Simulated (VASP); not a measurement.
The system is SiGe3Ru2.

```
Si Ge Ru
1.0
     5.87313    0.00000    0.00000
    -2.93657    5.08628    0.00000
     0.00000    0.00000    3.24625
Si Ge Ru
1 3 2
Direct
  0.00000 0.00000 0.00000
  0.50000 0.00000 0.50000
  0.50000 0.50000 0.50000
  0.00000 0.50000 0.50000
  0.33333 0.66667 0.00000
  0.66667 0.33333 0.00000
```

The cell was generated, and may not be a known phase.

```yaml
Program: VASP 6.6.1
Task: relaxation of cell and atoms
Functional: PBE
Potentials_or_basis: VASP PAW PBE potentials, release 64 (Si, Ge_d, Ru_pv)
Cutoff: 600 eV
k_mesh: 3 × 3 × 6
Occupations: gaussian, width 0.1 eV
Spin: no spin polarisation
```

At the start: pressure 25.2 GPa; volume 16.16 Å³/atom.

Problem. How do energy, volume and symmetry change on relaxing?

Solution. Over 17 steps the energy falls by 287.4 meV/atom and the volume is 17.31 Å³/atom (+7.1 %); space group P6/mmm (No. 191, to 0.1 Å) before and after.

The path:
```
step  energy change (eV)  largest force (eV/Å)  pressure (GPa)  volume (Å³)
   1              0.0000                0.0000           25.19        96.97
   2              0.3823                0.0000          -15.07       137.09
   3             -1.0785                0.0000           -0.92       112.98
   4             -1.0803                0.0000           -0.21       112.38
   5             -1.0803                0.0000            0.12       112.06
   6             -1.0849                0.0000            0.04       111.89
   7             -1.1086                0.0000           -0.09       111.37
   8             -1.2320                0.0000           -0.33       110.24
   9             -1.5635                0.0000           -0.83       107.71
  10             -1.6733                0.0000           -0.08       101.57
  11             -1.7147                0.0000           -0.66       103.51
  12             -1.7215                0.0000           -0.84       104.84
  13             -1.7233                0.0000           -0.72       104.39
  14             -1.7233                0.0000           -0.75       104.57
  15             -1.7100                0.0000            2.00       101.68
  16             -1.7246                0.0000           -0.16       103.93
  17             -1.7247                0.0000            0.11       103.86
```

Final structure:
```
Si Ge Ru
1.0
     5.54817    0.00000    0.00000
    -2.77408    4.80486    0.00000
     0.00000    0.00000    3.89604
Si Ge Ru
1 3 2
Cartesian
  0.0000 0.0000 3.8960
  2.7741 0.0000 1.9480
  1.3870 2.4024 1.9480
  -1.3870 2.4024 1.9480
  0.0000 3.2032 0.0000
  2.7741 1.6016 0.0000
```

Caveat: the k points lie up to 0.44 Å⁻¹ apart in the final cell, too coarse for converged energies and pressures of a metal; a cell axis changed by over 15 % at a fixed basis, so the end point is rough.
